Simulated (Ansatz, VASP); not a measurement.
# One calculation of AlN, two programs

```
Al N
1.0
    -1.63784    2.83682    0.00000
     0.00000    0.00000    4.10063
     4.91352    2.83682    0.00000
Al N
4 4
Direct
  0.58449 0.75000 0.16959
  0.00000 0.75000 0.66667
  0.00000 0.25000 0.33333
  0.50000 0.25000 0.83333
  0.50000 0.25000 0.16667
  0.00000 0.25000 0.66667
  0.00000 0.75000 0.33333
  0.50000 0.75000 0.83333
```

Alike in both runs: task single point; functional LDA; k mesh 8 × 6 × 4; occupations gaussian, width 0.05 eV; no spin polarisation.

|  | VASP | Ansatz |
| --- | --- | --- |
| version | VASP 6.6.1 | Ansatz 0.2.0 |
| potentials or method | VASP PAW LDA potentials, release 64 (Al, N), cutoff 520 eV | scalar-relativistic, plane waves, PAW |
| valence electrons in the cell | 32 | 32 |

```tsv
	VASP	Ansatz	Ansatz less VASP
gap on the k mesh at the Fermi level (eV)	3.55	3.54	-0.009
least direct gap on the mesh (eV)	3.55	3.54	-0.009
pressure (GPa)	4.5	3.7	-0.73
traceless stress, the component that is largest in VASP (GPa)	10.86	10.51	-0.347
rms of the force components (eV/Å)	1.768	1.734	-0.0338
```

Ansatz warns that its potentials were made for another functional, while VASP's fit it. LDA's correlation is that of Perdew and Zunger in VASP and of Perdew and Wang (1992) in Ansatz. Atom by atom the forces differ by 0.035 eV/Å (rms over components).
